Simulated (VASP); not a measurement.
# MoSe (Fm-3m) in VASP: a series of runs

The runs below take MoSe through single point, with PBEsol.

Program: VASP 6.6.1. These are calculated values, not measurements. Logs are shortened: lines on timing, memory, paths and dates and some standing lists are left out, and cuts for length are marked.

## (1) The cell of the first run

Symmetry: Fm-3m, No. 225, cubic system. The conventional cell has a = 5.081 Å, b = 5.081 Å, c = 5.081 Å, α = 90.00°, β = 90.00°, γ = 90.00°. Mo (site symmetry m-3m) has 6 Se at 2.54 Å within 3.4 Å. Se (site symmetry m-3m) has 6 Mo at 2.54 Å within 3.4 Å.

## (2) Single point, PBEsol, collinear spin (16.40 Å³/atom)

The input, INCAR:

```
ALGO = Normal
EDIFF = 1E-6
ENCUT = 500
GGA = PS
GGA_COMPAT = F
ISIF = 2
ISMEAR = 0
ISPIN = 2
LASPH = T
LCHARG = F
LMAXMIX = 4
LORBIT = 11
LREAL = F
LWAVE = F
MAGMOM = 0.05 0
NBANDS = 21
NELM = 200
PREC = Accurate
SIGMA = 0.05
```

The input, KPOINTS:

```
k-points
0
Gamma
  10 10 10
```

The input, POSCAR:

```
MoSe
1.0
    0.0000000000      2.5405541097      2.5405541097
    2.5405541097      0.0000000000      2.5405541097
    2.5405541097      2.5405541097      0.0000000000
Mo Se
1 1
Direct
    0.5000000000      0.5000000000      0.5000000000
    0.0000000000      0.0000000000      0.0000000000
```

Potentials or basis: VASP PAW PBE potentials, release 64 (Mo_sv, Se).

Launch:

```sh
> cat potpaw_PBE.64/Mo_sv/POTCAR potpaw_PBE.64/Se/POTCAR > POTCAR
> mpirun -np 1 vasp_std > vasp.out
```

OUTCAR:

```text
EDIFF = 1E-6
   ENCUT = 500
   GGA = PS
   ISIF = 2
   ISMEAR = 0
   ISPIN = 2
   LASPH = T
   LORBIT = 11
   LREAL = F
   NELM = 200
   PREC = Accurate

 ion  position               nearest neighbor table
   1  0.500  0.500  0.500-   2 2.54   2 2.54   2 2.54   2 2.54   2 2.54   2 2.54
   2  0.000  0.000  0.000-   1 2.54   1 2.54   1 2.54   1 2.54   1 2.54   1 2.54

  LATTYP: Found a face centered cubic cell.
 ALAT       =     5.0811082194

  Lattice vectors:

 A1 = (   0.0000000000,   2.5405541097,   2.5405541097)
 A2 = (   2.5405541097,   0.0000000000,   2.5405541097)
 A3 = (   2.5405541097,   2.5405541097,   0.0000000000)

Analysis of symmetry for initial positions (statically):
=====================================================================
 Subroutine PRICEL returns:
 Original cell was already a primitive cell.

 Routine SETGRP: Setting up the symmetry group for a
 face centered cubic supercell.

 Subroutine GETGRP returns: Found 48 space group operations
 (whereof 48 operations were pure point group operations)
 out of a pool of 48 trial point group operations.

The static configuration has the point symmetry O_h .

Analysis of symmetry for dynamics (positions and initial velocities):
=====================================================================
 Subroutine PRICEL returns:
 Original cell was already a primitive cell.

 Routine SETGRP: Setting up the symmetry group for a
 face centered cubic supercell.

 Subroutine GETGRP returns: Found 48 space group operations
 (whereof 48 operations were pure point group operations)
 out of a pool of 48 trial point group operations.

The dynamic configuration has the point symmetry O_h .

Analysis of structural, dynamic, and magnetic symmetry:
=====================================================================
 Subroutine PRICEL returns:
 Original cell was already a primitive cell.

 Routine SETGRP: Setting up the symmetry group for a
 face centered cubic supercell.

 Subroutine GETGRP returns: Found 48 space group operations
 (whereof 48 operations were pure point group operations)
 out of a pool of 48 trial point group operations.

The overall configuration has the point symmetry O_h .

 Subroutine INISYM returns: Found 48 space group operations
[... 114 lines left out ...]
   IALGO  =     38    algorithm
   IMIX   =      4    mixing-type and parameters
     AMIX     =   0.40;   BMIX     =  1.00
     AMIX_MAG =   1.60;   BMIX_MAG =  1.00
  volume/ion in A,a.u.               =      16.40       110.66
  Fermi-wavevector in a.u.,A,eV,Ry     =   1.388288  2.623485 26.223119  1.927345
  Thomas-Fermi vector in A             =   2.512429
   LORBIT       =     11    0 simple, 1 ext, 2 COOP (PROOUT), +10 PAW based schemes
   GGA     = PS    functional components
   LHFCALC =     F    Hartree Fock is set to
   AEXX    =    0.0000 exact exchange contribution
   IVDW    =     0    specifies the selected vdW correction
   LEPSILON=     F    determine dielectric tensor
   LRPA    =     F    only Hartree local field effects (RPA)
 spin polarized calculation
 Gauss-broadening in eV      SIGMA  =   0.05
  energy-cutoff  :      500.00
  volume of cell :       32.80
 maximum number of plane-waves:       869
 NGX is ok and might be reduce to    28
   NGX = 13   NGY = 13   NGZ = 13

 number of electron      19.9999998 magnetization       0.0081345

 Free energy of the ion-electron system (eV)
  ---------------------------------------------------
  ext. energy  EPLUGINS =         0.00000000
  ---------------------------------------------------
  free energy    TOTEN  =       -14.56097226 eV

  energy without entropy =      -14.55735817  energy(sigma->0) =      -14.55916521

 E-fermi :  10.6354     XC(G=0): -12.3330

 val. band max:       10.6292270710   @ k =  -0.3000   0.5000   0.2000
 cond. band min:      10.6375530834   @ k =   0.5000   0.3000   0.1000
 fundamental gap:      0.0083260124
 Fermi energy:        10.6354387534

 spin component 1

 k-point     1 :       0.0000    0.0000    0.0000
  band No.  band energies     occupation
      1     -50.5171      1.00000
      2     -24.6678      1.00000
      3     -24.6678      1.00000
      4     -24.6678      1.00000
      5      -5.8931      1.00000
      6       8.3225      1.00000
[... 565 lines left out ...]
     20      27.9271      0.00000
     21      28.8819      0.00000

 [... further k-points ...]

 spin component 2

 k-point     1 :       0.0000    0.0000    0.0000
  band No.  band energies     occupation
      1     -50.5120      1.00000
      2     -24.6624      1.00000
      3     -24.6624      1.00000
      4     -24.6624      1.00000
      5      -5.8927      1.00000
      6       8.3228      1.00000
[... 565 lines left out ...]
     20      27.9288      0.00000
     21      28.8837      0.00000

 [... further k-points ...]

------------------------ aborting loop because EDIFF is reached ----------------------------------------

  FORCE on cell =-STRESS in cart. coord.  units (eV):
  Direction    XX          YY          ZZ          XY          YZ          ZX
  --------------------------------------------------------------------------------------
  -------------------------------------------------------------------------------------
  Total        1.5174083      1.5174083      1.5174083      0.0000000      0.0000000      0.0000000
  in kB       74.1306309     74.1306309     74.1306309      0.0000000      0.0000000      0.0000000
  external PRESSURE =      74.1306309 kB  Pullay stress =       0.0000000 kB

 VOLUME and BASIS-vectors are now :
 -----------------------------------------------------------------------------
  energy-cutoff  :      500.00
  volume of cell :       32.80
      direct lattice vectors                 reciprocal lattice vectors
     0.000000000  2.540554110  2.540554110    -0.196807459  0.196807459  0.196807459
     2.540554110  0.000000000  2.540554110     0.196807459 -0.196807459  0.196807459
     2.540554110  2.540554110  0.000000000     0.196807459  0.196807459 -0.196807459

 POSITION                                       TOTAL-FORCE (eV/Angst)
 -----------------------------------------------------------------------------------
      2.54055      2.54055      2.54055        -0.000000      0.000000      0.000000
      0.00000      0.00000      0.00000         0.000000     -0.000000     -0.000000
 -----------------------------------------------------------------------------------
    total drift:                                0.000000      0.000000      0.000000

  FREE ENERGIE OF THE ION-ELECTRON SYSTEM (eV)
  ---------------------------------------------------
  free  energy   TOTEN  =       -14.5609722561 eV

  energy  without entropy=      -14.5573581733  energy(sigma->0) =      -14.55916521

 total charge

# of ion       s       p       d       tot
------------------------------------------
    1        2.222   6.115   4.181  12.518
    2        1.431   2.422   0.151   4.004
--------------------------------------------------
tot          3.653   8.537   4.332  16.522

 magnetization (x)

# of ion       s       p       d       tot
------------------------------------------
    1        0.000   0.000   0.007   0.007
    2       -0.000  -0.000   0.000  -0.000
--------------------------------------------------
tot          0.000  -0.000   0.007   0.007
```

OSZICAR:

```text
N       E                     dE             d eps       ncg     rms          rms(c)
DAV:   1     0.154708662246E+03    0.15471E+03   -0.10996E+04  3964   0.879E+02
DAV:   2    -0.114270690248E+02   -0.16614E+03   -0.16158E+03  4599   0.282E+02
DAV:   3    -0.150375509284E+02   -0.36105E+01   -0.35768E+01  4681   0.391E+01
DAV:   4    -0.150494393015E+02   -0.11888E-01   -0.11887E-01  4293   0.261E+00
DAV:   5    -0.150495127453E+02   -0.73444E-04   -0.73443E-04  4708   0.178E-01    0.172E+01
DAV:   6    -0.145956886419E+02    0.45382E+00   -0.16885E+00  4248   0.861E+00    0.675E+00
DAV:   7    -0.145674433146E+02    0.28245E-01   -0.97858E-02  4153   0.231E+00    0.428E+00
DAV:   8    -0.145610574103E+02    0.63859E-02   -0.15278E-02  4583   0.690E-01    0.346E-01
DAV:   9    -0.145609951991E+02    0.62211E-04   -0.16511E-04  4403   0.844E-02    0.212E-01
DAV:  10    -0.145609679744E+02    0.27225E-04   -0.97043E-05  4533   0.616E-02    0.993E-02
DAV:  11    -0.145609721978E+02   -0.42234E-05   -0.76171E-06  4484   0.167E-02    0.157E-02
DAV:  12    -0.145609722561E+02   -0.58320E-07   -0.30430E-06  3925   0.122E-02
   1 F= -.14560972E+02 E0= -.14559165E+02  d E =-.361408E-02  mag=     0.0070
```

It took 74 s on 1 thread of Intel Xeon 8259CL, shared host; peak memory 0.2 GiB.

What came out:

```yaml
Free_energy: -14.5610 eV
Pressure: 7.4 GPa
Band_gap_on_the_k_mesh: zero (filled and empty bands overlap)
Net_moment: 0.01 μB per cell
Valence_electrons_inside_the_program's_atomic_spheres: Mo 12.52; Se 4.00
```

Levels at points of the mesh, in eV from the Fermi level:
Spin up:
| k point | band 8 | band 9 | band 10 | band 11 | band 12 | band 13 |
| --- | --- | --- | --- | --- | --- | --- |
| (0.00, 0.00, 0.00) | -2.31 | -2.27 | -2.27 | -2.27 | -1.79 | -1.79 |
| (0.50, 0.00, 0.00) | -6.03 | -0.09 | -0.09 | 0.68 | 2.46 | 5.36 |
| (0.50, 0.50, 0.00) | -3.97 | -3.97 | -0.82 | 0.61 | 0.61 | 1.65 |
Spin down:
```
           k point  band 6  band 7  band 8  band 9  band 10  band 11  band 12  band 13  band 14  band 15
(0.00, 0.00, 0.00)   -2.31   -2.31   -2.31   -2.27    -2.27    -2.27    -1.79    -1.79     3.32     7.76
(0.50, 0.00, 0.00)   -8.54   -6.02   -6.02   -0.08    -0.08     0.68     2.46     5.36     5.36     6.43
(0.50, 0.50, 0.00)   -6.66   -4.09   -3.97   -3.97    -0.82     0.62     0.62     1.66     3.13    10.22
```

Caveat: the cell stands under pressure; the PAW data sets were made with another functional, which shifts forces and pressure a little.

[end of part 1 of 2]
